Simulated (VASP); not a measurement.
# Sc2TaO2 (P6/mmm) in VASP: single point with PBE

Aim: the single point of Sc2TaO2 with PBE.

Program: VASP 6.6.1. These are calculated values, not measurements. Logs are shortened: lines on timing, memory, paths and dates and some standing lists are left out, and cuts for length are marked.

## (1) The cell of the first run

It takes space group P6/mmm (No. 191, hexagonal). Conventional cell: a = 4.566 Å, b = 4.566 Å, c = 3.968 Å, α = 90.00°, β = 90.00°, γ = 120.00°. Sc (site symmetry -6m2) has 2 O at 1.98 Å and 3 Sc at 2.64 Å within 2.7 Å. Within 3.5 Å of Ta (site symmetry 6/mmm) lie 6 O at 2.64 Å and 12 Sc at 3.30 Å. O (site symmetry -6m2) has 2 Sc at 1.98 Å and 3 O at 2.64 Å and 3 Ta at 2.64 Å within 2.7 Å.

The cell was built from a structure type or drawn by symmetry, and may not be a known phase.

## (2) Single point, PBE

Contents of INCAR:

```
  ALGO = Normal
  EDIFF = 1E-7
  ENCUT = 520
  GGA = PE
  ISIF = 2
  ISMEAR = 0
  LASPH = T
  LCHARG = F
  LREAL = F
  LWAVE = F
  NBANDS = 30
  NELM = 80
  PREC = Accurate
  SIGMA = 0.1
```

Contents of KPOINTS:

```
k-points
0
Gamma
  6 6 4
```

Contents of POSCAR:

```
Sc2TaO2
1.0
    4.5663266109      0.0000000000      0.0000000000
   -2.2831633055      3.9545548470      0.0000000000
    0.0000000000      0.0000000000      3.9676503313
Sc Ta O
2 1 2
Direct
    0.3333333333      0.6666666667      0.2695681279
    0.6666666667      0.3333333333      0.2695681279
    0.0000000000      0.0000000000      0.7695754654
    0.3333333333      0.6666666667      0.7695733694
    0.6666666667      0.3333333333      0.7695733694
```

Potentials or basis: VASP PAW PBE potentials, release 64 (Sc_sv, Ta_pv, O).

Run with:

```sh
$ cat potpaw_PBE.64/Sc_sv/POTCAR potpaw_PBE.64/Ta_pv/POTCAR potpaw_PBE.64/O/POTCAR > POTCAR
$ mpirun -np 1 vasp_std > vasp.out
```

OUTCAR:

```text
EDIFF = 1E-7
   ENCUT = 520
   GGA = PE
   ISIF = 2
   ISMEAR = 0
   LASPH = T
   LREAL = F
   NELM = 80
   PREC = Accurate

 ion  position               nearest neighbor table
   1  0.333  0.667  0.270-   4 1.98   4 1.98   2 2.64   2 2.64   2 2.64   3 3.30   3 3.30   3 3.30
                             3 3.30   3 3.30   3 3.30
   2  0.667  0.333  0.270-   5 1.98   5 1.98   1 2.64   1 2.64   1 2.64   3 3.30   3 3.30   3 3.30
                             3 3.30   3 3.30   3 3.30
   3  0.000  0.000  0.770-   4 2.64   5 2.64   5 2.64   4 2.64   5 2.64   4 2.64   1 3.30   2 3.30
                             1 3.30   2 3.30   2 3.30   1 3.30   1 3.30   2 3.30   2 3.30   1 3.30
   4  0.333  0.667  0.770-   1 1.98   1 1.98   3 2.64   3 2.64   3 2.64
   5  0.667  0.333  0.770-   2 1.98   2 1.98   3 2.64   3 2.64   3 2.64

  LATTYP: Found a hexagonal cell.
 ALAT       =     4.5663266109
 C/A-ratio  =     0.8688932416

  Lattice vectors:

 A1 = (   4.5663266109,   0.0000000000,   0.0000000000)
 A2 = (  -2.2831633055,   3.9545548470,   0.0000000000)
 A3 = (   0.0000000000,   0.0000000000,   3.9676503313)

Analysis of symmetry for initial positions (statically):
=====================================================================
 Subroutine PRICEL returns:
 Original cell was already a primitive cell.

 Routine SETGRP: Setting up the symmetry group for a
 hexagonal supercell.

 Subroutine GETGRP returns: Found 12 space group operations
 (whereof 12 operations were pure point group operations)
 out of a pool of 24 trial point group operations.

The static configuration has the point symmetry C_6v.

Analysis of symmetry for dynamics (positions and initial velocities):
=====================================================================
 Subroutine PRICEL returns:
 Original cell was already a primitive cell.

 Routine SETGRP: Setting up the symmetry group for a
 hexagonal supercell.

 Subroutine GETGRP returns: Found 12 space group operations
 (whereof 12 operations were pure point group operations)
 out of a pool of 24 trial point group operations.

The dynamic configuration has the point symmetry C_6v.

 Subroutine INISYM returns: Found 12 space group operations
 (whereof 12 operations are pure point group operations),
 and found     1 'primitive' translations
[... 93 lines left out ...]
   LSORBIT =      F    spin-orbit coupling
   LASPH  =      T    aspherical Exc in radial PAW
   ENCUT  =  520.0 eV  38.22 Ry    6.18 a.u.   8.49  8.49  7.38*2*pi/ulx,y,z
   NELM   =     80;   NELMIN=  2; NELMDL= -5     # of ELM steps
   EDIFF  = 0.1E-06   stopping-criterion for ELM
   LREAL  =      F    real-space projection
   EDIFFG = 0.1E-05   stopping-criterion for IOM
   NSW    =      0    number of steps for IOM
   IBRION =     -1    ionic relax: 0-MD 1-quasi-New 2-CG
   NFREE  =      0    steps in history (QN), initial steepest desc. (CG)
   ISIF   =      2    stress and relaxation
   ISYM   =      2    0-nonsym 1-usesym 2-fastsym
   POTIM  = 0.5000    time-step for ionic-motion
   TEBEG  =    0.0;   TEEND  =   0.0 temperature during run
   PSTRESS=    0.0 pullay stress
   NELECT =      45.0000    total number of electrons
   NUPDOWN=      -1.0000    fix difference up-down
   EMIN   =  10.00;   EMAX   =-10.00  energy-range for DOS
   EFERMI =   0.00;   METHOD = LEGACY
   ISMEAR =     0;   SIGMA  =   0.10  broadening in eV -4-tet -1-fermi 0-gaus
   EFERMI_NEDOS =   21; number of points for ismear=-14 and -15
   IALGO  =     38    algorithm
   IMIX   =      4    mixing-type and parameters
     AMIX     =   0.40;   BMIX     =  1.00
     AMIX_MAG =   1.60;   BMIX_MAG =  1.00
  volume/ion in A,a.u.               =      14.33        96.70
  Fermi-wavevector in a.u.,A,eV,Ry     =   1.401995  2.649386 26.743461  1.965589
  Thomas-Fermi vector in A             =   2.524801
   LORBIT       =      0    0 simple, 1 ext, 2 COOP (PROOUT), +10 PAW based schemes
   GGA     = PE    functional components
   LHFCALC =     F    Hartree Fock is set to
   AEXX    =    0.0000 exact exchange contribution
   IVDW    =     0    specifies the selected vdW correction
   LEPSILON=     F    determine dielectric tensor
   LRPA    =     F    only Hartree local field effects (RPA)
 non-spin polarized calculation
 Gauss-broadening in eV      SIGMA  =   0.10
  energy-cutoff  :      520.00
  volume of cell :       71.65
 maximum number of plane-waves:      1965
 NGX is ok and might be reduce to    36
   NGX = 17   NGY = 17   NGZ = 15

 number of electron      45.0000000 magnetization

 Free energy of the ion-electron system (eV)
  ---------------------------------------------------
  ext. energy  EPLUGINS =         0.00000000
  ---------------------------------------------------
  free energy    TOTEN  =       -39.50204851 eV

  energy without entropy =      -39.48882797  energy(sigma->0) =      -39.49543824

 E-fermi :   5.6293     XC(G=0): -11.4700

 val. band max:        5.6186349612   @ k =   0.3333   0.1667   0.0000
 cond. band min:       5.6915284447   @ k =   0.3333   0.3333   0.2500
 fundamental gap:      0.0728934835
 Fermi energy:         5.6292797014

 k-point     1 :       0.0000    0.0000    0.0000
  band No.  band energies     occupation
      1     -43.5270      2.00000
      2     -43.1981      2.00000
      3     -30.0863      2.00000
      4     -30.0863      2.00000
      5     -29.5687      2.00000
      6     -22.6320      2.00000
[... 682 lines left out ...]
     29       8.6992      0.00000
     30       9.2177      0.00000

------------------------ aborting loop because EDIFF is reached ----------------------------------------

  FORCE on cell =-STRESS in cart. coord.  units (eV):
  Direction    XX          YY          ZZ          XY          YZ          ZX
  --------------------------------------------------------------------------------------
  -------------------------------------------------------------------------------------
  Total       -0.0983580     -0.0983580      0.6270802      0.0000000      0.0000000      0.0000000
  in kB       -2.1994916     -2.1994916     14.0228317      0.0000000      0.0000000      0.0000000
  external PRESSURE =       3.2079495 kB  Pullay stress =       0.0000000 kB

 VOLUME and BASIS-vectors are now :
 -----------------------------------------------------------------------------
  energy-cutoff  :      520.00
  volume of cell :       71.65
      direct lattice vectors                 reciprocal lattice vectors
     4.566326611  0.000000000  0.000000000     0.218994410  0.126436481  0.000000000
    -2.283163306  3.954554847  0.000000000     0.000000000  0.252872963  0.000000000
     0.000000000  0.000000000  3.967650331     0.000000000  0.000000000  0.252038339

 POSITION                                       TOTAL-FORCE (eV/Angst)
 -----------------------------------------------------------------------------------
     -0.00000      2.63637      1.06955         0.000000     -0.000000      0.000162
      2.28316      1.31818      1.06955        -0.000000      0.000000      0.000162
      0.00000      0.00000      3.05341         0.000000     -0.000000      0.000135
     -0.00000      2.63637      3.05340         0.000000      0.000000     -0.000229
      2.28316      1.31818      3.05340        -0.000000     -0.000000     -0.000229
 -----------------------------------------------------------------------------------
    total drift:                               -0.000000     -0.000000      0.000143

  FREE ENERGIE OF THE ION-ELECTRON SYSTEM (eV)
  ---------------------------------------------------
  free  energy   TOTEN  =       -39.5020485105 eV

  energy  without entropy=      -39.4888279673  energy(sigma->0) =      -39.49543824
```

stdout:

```text
POSCAR found type information on POSCAR ScTaO
 POSCAR found :  3 types and       5 ions
 scaLAPACK will be used
 LDA part: xc-table for (Slater+PW92), standard interpolation
 POSCAR, INCAR and KPOINTS ok, starting setup
 FFT: planning ... GRIDC
 FFT: planning ... GRID_SOFT
 FFT: planning ... GRID
 WAVECAR not read
 entering main loop
```

Run time: 62 s. Hardware: 1 thread of Intel Xeon 8259CL, shared host; peak memory 0.21 GiB.

Results:

* Free energy: -39.5020 eV
* Pressure: 0.3 GPa
* Band gap on the k mesh: zero (an odd number of electrons rules out a gap without spin polarisation)

Stress tensor (GPa, compression positive):
```
-0.22  0.00  0.00
 0.00 -0.22  0.00
 0.00  0.00  1.40
```

Caveat: the k points lie up to 0.40 Å⁻¹ apart, too coarse for converged energies and pressures of a metal; spin-orbit coupling is left out, which moves the levels of the heavy elements; an odd number of electrons without spin polarisation forces a metal; a magnetic or distorted state may lie lower.
